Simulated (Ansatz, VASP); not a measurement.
## Two plane-wave programs on LiH

Contents of POSCAR:

```
LiH
1.0
    2.4505901227      0.0000000000      0.0000000000
    0.0000000000      2.4505901227      0.0000000000
    0.0000000000      0.0000000000      2.4505901227
Li H
1 1
Direct
    0.0000000000      0.0000000000      0.0000000000
    0.5000000000      0.5000000000      0.5000000000
```

INCAR.step1

```
ALGO = Normal
EDIFF = 1E-4
ENCUT = 520
GGA = PE
ISMEAR = 0
LASPH = T
LCHARG = F
LREAL = F
LWAVE = T
NBANDS = 9
NELM = 80
PREC = Accurate
SIGMA = 0.01
```

INCAR.step2

```
ALGO = Normal
EDIFF = 1E-7
ENCUT = 520
ISIF = 2
ISMEAR = 0
ISTART = 1
LASPH = T
LCHARG = F
LMIXTAU = T
LREAL = F
LWAVE = F
METAGGA = R2SCAN
NBANDS = 9
NELM = 80
PREC = Accurate
SIGMA = 0.01
```

KPOINTS

```
k-points
0
Gamma
  8 8 8
```

Input for Ansatz:

```yaml
crystal:
  lattice:
    - [2.4505901227, 0.0, 0.0]
    - [0.0, 2.4505901227, 0.0]
    - [0.0, 0.0, 2.4505901227]
  atoms:
    - { symbol: Li, position: [0.0, 0.0, 0.0] }
    - { symbol: H, position: [0.5, 0.5, 0.5] }
kpoints:
  mp_grid: { grid: [8, 8, 8] }
hamiltonian:
  xc: r2scan
scf:
  occupations: { method: fixed }
  n_extra_bands: 4
output:
  forces: true
  stress: true
  eigenvalues: true
```

Alike in both runs: task single point; functional r2SCAN; k mesh 8 × 8 × 8; no spin polarisation.

|  | VASP | Ansatz |
| --- | --- | --- |
| version | VASP 6.6.1 | Ansatz 0.2.0 |
| potentials or method | VASP PAW PBE potentials, release 64 (Li_sv, H) | plane waves, PAW |
| plane-wave cutoff (eV) | 520 | 500 |
| occupations | gaussian, width 0.01 eV | fixed |
| valence electrons in the cell | 4 | 4 |

|  | VASP | Ansatz | Ansatz less VASP |
| --- | --- | --- | --- |
| gap on the k mesh at the Fermi level (eV) | 1.27 | 1.10 | -0.173 |

VASP's potentials were made for PBE, not for r2SCAN.

Noted on VASP's run: the cutoff is short for stress, so the pressure is rough.
